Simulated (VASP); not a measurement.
# Li2O3 (Pn-3m) in VASP: further runs, part 2 of 2

VASP 6.6.1. The steps go on from the part before.

### 3 Single point, PBE

This run uses another cell than the first one, of 8.78 Å³/atom, 1.021 times its volume.

Contents of INCAR:

```
  PREC = Accurate
  ENCUT = 520
  EDIFF = 1E-6
  ISMEAR = -1
  SIGMA = 0.06122561905347299
  LREAL = F
  LASPH = T
  NELM = 60
  ALGO = Normal
  ISIF = 2
  LWAVE = F
  LCHARG = F
  GGA = PE
  NBANDS = 35
```

Contents of KPOINTS:

```
regular mesh
0
Gamma
  8 8 8
```

Contents of POSCAR:

```
Li2O3
1.0
    4.4438503839      0.0000000000      0.0000000000
    0.0000000000      4.4438503839      0.0000000000
    0.0000000000      0.0000000000      4.4438503839
Li O
4 6
Direct
    0.2500000000      0.2500000000      0.2500000000
    0.7500000000      0.7500000000      0.2500000000
    0.7500000000      0.2500000000      0.7500000000
    0.2500000000      0.7500000000      0.7500000000
    0.5000000000      0.0000000000      0.0000000000
    0.0000000000      0.5000000000      0.0000000000
    0.0000000000      0.0000000000      0.5000000000
    0.5000000000      0.5000000000      0.0000000000
    0.5000000000      0.0000000000      0.5000000000
    0.0000000000      0.5000000000      0.5000000000
```

Potentials or basis: VASP PAW PBE potentials, release 64 (Li_sv, O).

Command:

```
$ cat potpaw_PBE.64/Li_sv/POTCAR potpaw_PBE.64/O/POTCAR > POTCAR
$ mpirun -np 1 vasp_std > vasp.out
```

OUTCAR:

```text
PREC = Accurate
   ENCUT = 520
   EDIFF = 1E-6
   ISMEAR = -1
   LREAL = F
   LASPH = T
   NELM = 60
   ISIF = 2
   GGA = PE

 ion  position               nearest neighbor table
   1  0.250  0.250  0.250-   5 1.92   6 1.92   7 1.92   8 1.92   9 1.92  10 1.92
   2  0.750  0.750  0.250-   5 1.92   6 1.92   7 1.92   8 1.92   9 1.92  10 1.92
   3  0.750  0.250  0.750-   5 1.92   6 1.92   7 1.92   8 1.92   9 1.92  10 1.92
   4  0.250  0.750  0.750-   5 1.92   6 1.92   7 1.92   8 1.92   9 1.92  10 1.92
   5  0.500  0.000  0.000-   1 1.92   2 1.92   3 1.92   4 1.92
   6  0.000  0.500  0.000-   1 1.92   2 1.92   3 1.92   4 1.92
   7  0.000  0.000  0.500-   1 1.92   2 1.92   3 1.92   4 1.92
   8  0.500  0.500  0.000-   1 1.92   2 1.92   3 1.92   4 1.92
   9  0.500  0.000  0.500-   1 1.92   2 1.92   3 1.92   4 1.92
  10  0.000  0.500  0.500-   1 1.92   2 1.92   3 1.92   4 1.92

  LATTYP: Found a simple cubic cell.
 ALAT       =     4.4438503839

  Lattice vectors:

 A1 = (   4.4438503839,   0.0000000000,   0.0000000000)
 A2 = (   0.0000000000,   4.4438503839,   0.0000000000)
 A3 = (   0.0000000000,   0.0000000000,   4.4438503839)

Analysis of symmetry for initial positions (statically):
=====================================================================
 Subroutine PRICEL returns:
 Original cell was already a primitive cell.

 Routine SETGRP: Setting up the symmetry group for a
 simple cubic supercell.

 Subroutine GETGRP returns: Found 48 space group operations
 (whereof 24 operations were pure point group operations)
 out of a pool of 48 trial point group operations.

The static configuration has the point symmetry T_d .
 The point group associated with its full space group is O_h .

Analysis of symmetry for dynamics (positions and initial velocities):
=====================================================================
 Subroutine PRICEL returns:
 Original cell was already a primitive cell.

 Routine SETGRP: Setting up the symmetry group for a
 simple cubic supercell.

 Subroutine GETGRP returns: Found 48 space group operations
 (whereof 24 operations were pure point group operations)
 out of a pool of 48 trial point group operations.

The dynamic configuration has the point symmetry T_d .
 The point group associated with its full space group is O_h .

 Subroutine INISYM returns: Found 48 space group operations
 (whereof 24 operations are pure point group operations),
 and found     1 'primitive' translations

----------------------------------------------------------------------------------------

                                     Primitive cell

  volume of cell :      87.7563

  direct lattice vectors                    reciprocal lattice vectors
     4.443850384  0.000000000  0.000000000     0.225030078  0.000000000  0.000000000
     0.000000000  4.443850384  0.000000000     0.000000000  0.225030078  0.000000000
     0.000000000  0.000000000  4.443850384     0.000000000  0.000000000  0.225030078

  length of vectors
     4.443850384  4.443850384  4.443850384     0.225030078  0.225030078  0.225030078

[... 50 lines left out ...]

 Following reciprocal coordinates:
            Coordinates               Weight
  0.000000  0.000000  0.000000      1.000000
  0.125000  0.000000  0.000000      6.000000
  0.250000  0.000000  0.000000      6.000000
  0.375000  0.000000  0.000000      6.000000
  0.500000  0.000000  0.000000      3.000000
  0.125000  0.125000  0.000000     12.000000
[... 16 lines left out ...]
  0.375000  0.375000  0.125000     24.000000
  0.500000  0.375000  0.125000     24.000000
 [... further k-points ...]
   k-points           NKPTS =     35   k-points in BZ     NKDIM =     35   number of bands    NBANDS=     35
   number of dos      NEDOS =    301   number of ions     NIONS =     10
   total plane-waves  NPLWV =  46656
   dimension x,y,z NGX =    36 NGY =   36 NGZ =   36
   dimension x,y,z NGXF=    72 NGYF=   72 NGZF=   72
   ions per type =               4   6
   NGX,Y,Z   is equivalent  to a cutoff of  13.47, 13.47, 13.47 a.u.
   NGXF,Y,Z  is equivalent  to a cutoff of  26.94, 26.94, 26.94 a.u.
 SYSTEM =  unknown system
   PREC   = accura    normal or accurate (medium, high low for compatibility)
   ISTART =      0    job   : 0-new  1-cont  2-samecut
   ICHARG =      2    charge: 1-file 2-atom 10-const
   ISPIN  =      1    spin polarized calculation?
   LNONCOLLINEAR =      F non collinear calculations
   LSORBIT =      F    spin-orbit coupling
   LASPH  =      T    aspherical Exc in radial PAW
   ENCUT  =  520.0 eV  38.22 Ry    6.18 a.u.   8.26  8.26  8.26*2*pi/ulx,y,z
   NELM   =     60;   NELMIN=  2; NELMDL= -5     # of ELM steps
   EDIFF  = 0.1E-05   stopping-criterion for ELM
   LREAL  =      F    real-space projection
   EDIFFG = 0.1E-04   stopping-criterion for IOM
   NSW    =      0    number of steps for IOM
   IBRION =     -1    ionic relax: 0-MD 1-quasi-New 2-CG
   NFREE  =      0    steps in history (QN), initial steepest desc. (CG)
   ISIF   =      2    stress and relaxation
   ISYM   =      2    0-nonsym 1-usesym 2-fastsym
   POTIM  = 0.5000    time-step for ionic-motion
   TEBEG  =    0.0;   TEEND  =   0.0 temperature during run
   PSTRESS=    0.0 pullay stress
   NELECT =      48.0000    total number of electrons
   NUPDOWN=      -1.0000    fix difference up-down
   EMIN   =  10.00;   EMAX   =-10.00  energy-range for DOS
   EFERMI =   0.00;   METHOD = LEGACY
   ISMEAR =    -1;   SIGMA  =   0.06  broadening in eV -4-tet -1-fermi 0-gaus
   EFERMI_NEDOS =   21; number of points for ismear=-14 and -15
   IALGO  =     38    algorithm
   IMIX   =      4    mixing-type and parameters
     AMIX     =   0.40;   BMIX     =  1.00
     AMIX_MAG =   1.60;   BMIX_MAG =  1.00
  volume/ion in A,a.u.               =       8.78        59.22
  Fermi-wavevector in a.u.,A,eV,Ry     =   1.338841  2.530043 24.388394  1.792496
  Thomas-Fermi vector in A             =   2.467280
   LORBIT       =      0    0 simple, 1 ext, 2 COOP (PROOUT), +10 PAW based schemes
   GGA     = PE    functional components
   LHFCALC =     F    Hartree Fock is set to
   AEXX    =    0.0000 exact exchange contribution
   IVDW    =     0    specifies the selected vdW correction
   LEPSILON=     F    determine dielectric tensor
   LRPA    =     F    only Hartree local field effects (RPA)
 non-spin polarized calculation
  energy-cutoff  :      520.00
  volume of cell :       87.76
 maximum number of plane-waves:      2392
 NGX is ok and might be reduce to    36
   NGX = 17   NGY = 17   NGZ = 17

 number of electron      47.9999988 magnetization

 Free energy of the ion-electron system (eV)
  ---------------------------------------------------
  ext. energy  EPLUGINS =         0.00000000
  ---------------------------------------------------
  free energy    TOTEN  =       -42.52006541 eV

  energy without entropy =      -42.46077739  energy(sigma->0) =      -42.49042140

 E-fermi :   0.3204     XC(G=0): -10.0387

 val. band max:        0.3150943303   @ k =   0.3750   0.1250   0.1250
 cond. band min:       0.3219578155   @ k =   0.3750   0.1250   0.0000
 fundamental gap:      0.0068634852
 Fermi energy:         0.3203873253

 k-point     1 :       0.0000    0.0000    0.0000
  band No.  band energies     occupation
      1     -41.5568      2.00000
      2     -41.5173      2.00000
      3     -41.5173      2.00000
      4     -41.5173      2.00000
      5     -17.7365      2.00000
      6     -16.8098      2.00000
[... 901 lines left out ...]
     34      15.1013      0.00000
     35      15.6315      0.00000

 [... further k-points ...]
[... 5 lines left out ...]
  --------------------------------------------------------------------------------------
  -------------------------------------------------------------------------------------
  Total        0.9675606      0.9675606      0.9675606     -0.0000000     -0.0000000      0.0000000
  in kB       17.6648716     17.6648716     17.6648716     -0.0000000     -0.0000000      0.0000000
  external PRESSURE =      17.6648716 kB  Pullay stress =       0.0000000 kB

 VOLUME and BASIS-vectors are now :
 -----------------------------------------------------------------------------
  energy-cutoff  :      520.00
  volume of cell :       87.76
      direct lattice vectors                 reciprocal lattice vectors
     4.443850384  0.000000000  0.000000000     0.225030078  0.000000000  0.000000000
     0.000000000  4.443850384  0.000000000     0.000000000  0.225030078  0.000000000
     0.000000000  0.000000000  4.443850384     0.000000000  0.000000000  0.225030078

 POSITION                                       TOTAL-FORCE (eV/Angst)
 -----------------------------------------------------------------------------------
      1.11096      1.11096      1.11096        -0.000000      0.000000      0.000000
      3.33289      3.33289      1.11096         0.000000      0.000000     -0.000000
      3.33289      1.11096      3.33289         0.000000     -0.000000     -0.000000
      1.11096      3.33289      3.33289         0.000000      0.000000      0.000000
      2.22193      0.00000      0.00000        -0.000000     -0.000000      0.000000
      0.00000      2.22193      0.00000        -0.000000     -0.000000     -0.000000
      0.00000      0.00000      2.22193        -0.000000     -0.000000      0.000000
      2.22193      2.22193      0.00000         0.000000      0.000000      0.000000
      2.22193      0.00000      2.22193         0.000000     -0.000000     -0.000000
      0.00000      2.22193      2.22193        -0.000000     -0.000000     -0.000000
 -----------------------------------------------------------------------------------
    total drift:                               -0.000000      0.000000     -0.000000

  FREE ENERGIE OF THE ION-ELECTRON SYSTEM (eV)
  ---------------------------------------------------
  free  energy   TOTEN  =       -42.5200654083 eV

  energy  without entropy=      -42.4607773932  energy(sigma->0) =      -42.49042140
```

It took 37 s on 1 thread of Intel Xeon 6975P-C (Granite Rapids), shared host; peak memory 0.23 GiB.

Results:

```
Free energy            : -42.5201 eV
Band gap on the k mesh : zero (band 24 reaches 1.93 eV, above the bottom of band 25 at -0.57 eV)
```

Levels at points of the mesh, in eV from the Fermi level:
| k point | band 21 | band 22 | band 23 | band 24 | band 25 | band 26 | band 27 | band 28 |
| --- | --- | --- | --- | --- | --- | --- | --- | --- |
| (0.00, 0.00, 0.00) | -0.67 | -0.67 | 1.61 | 1.61 | 1.61 | 1.68 | 1.68 | 1.68 |
| (0.50, 0.00, 0.00) | -1.19 | -1.19 | -0.59 | -0.59 | 1.63 | 1.63 | 1.63 | 1.63 |
| (0.50, 0.50, 0.00) | -1.26 | -1.26 | -1.12 | -1.12 | -0.24 | -0.24 | 1.62 | 1.62 |
| (0.50, 0.50, 0.50) | -1.20 | -1.17 | -1.17 | -1.17 | -0.89 | -0.89 | -0.60 | -0.60 |

Caveat: the cutoff is under 1.25 times the usual one of these potentials, so pressure, stress and relaxed cells hold a basis-set (Pulay) error.
